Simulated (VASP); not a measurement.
Write the native input for VASP 6.6.1 that does the following.

```
Task                   : single point
Functional             : LDA
Potentials or basis    : VASP PAW LDA potentials, release 64 (N)
Cutoff                 : 520 eV
k mesh                 : 12 × 12 × 6
Occupations            : gaussian, width 0.05 eV
Spin                   : collinear spin, ferromagnetic start
Starting moments       : [3.18, 3.18] μB
Dipole correction      : no
Further INCAR settings : ALGO = Normal; EDIFF = 1e-06; NBANDS = 16
```

The structure of N lies in POSCAR:

```
N
1.0
    3.5201316002      0.0000000000      0.0000000000
   -1.7600658001      3.0485233904      0.0000000000
    0.0000000000      0.0000000000      5.7133000000
N
2
Direct
    0.3333333333      0.6666666667      0.2500000000
    0.6666666667      0.3333333333      0.7500000000
```

This cell differs from its parent crystal: strain -0.030 along x and y, -0.030 along z.

These files were run (other wordings do the same):

INCAR

```
ALGO     = Normal         # electronic algorithm
EDIFF    = 1E-6           # SCF threshold, eV
ENCUT    = 520            # plane-wave cutoff, eV
ISIF     = 2              # what is computed and relaxed
ISMEAR   = 0              # smearing method
ISPIN    = 2              # spin polarisation
LASPH    = T              # aspherical terms in the spheres
LCHARG   = F              # write CHGCAR
LORBIT   = 11             # projections on sites
LREAL    = F              # projectors in reciprocal space
LWAVE    = F              # write WAVECAR
MAGMOM   = 3.18 3.18      # initial moments
NBANDS   = 16             # bands
NELM     = 150            # most SCF steps
PREC     = Accurate       # precision mode
SIGMA    = 0.05           # smearing width, eV
```

KPOINTS

```
k-points
0
Gamma
  12 12 6
```

Potentials or basis: VASP PAW LDA potentials, release 64 (N).

Command:

```sh
$ cat potpaw_LDA.64/N/POTCAR > POTCAR
$ mpirun -np 1 vasp_std > vasp.out
```

Results of the run:

```
Pressure                                              : -0.3 GPa
Band gap on the k mesh                                : 1.85 eV
Net moment                                            : 6.00 μB per cell
Site moments                                          : N +1.93 μB
Valence electrons inside the program's atomic spheres : N 3.24
```

Caveat: the cell differs from its parent crystal (strain -0.030 along x and y, -0.030 along z); the atoms stand far beyond bonding distance.

Wall time 54 s on 1 thread of AMD EPYC 9R45 96-Core Processor (Zen 5), with other jobs on the host, peak memory 0.18 GiB.
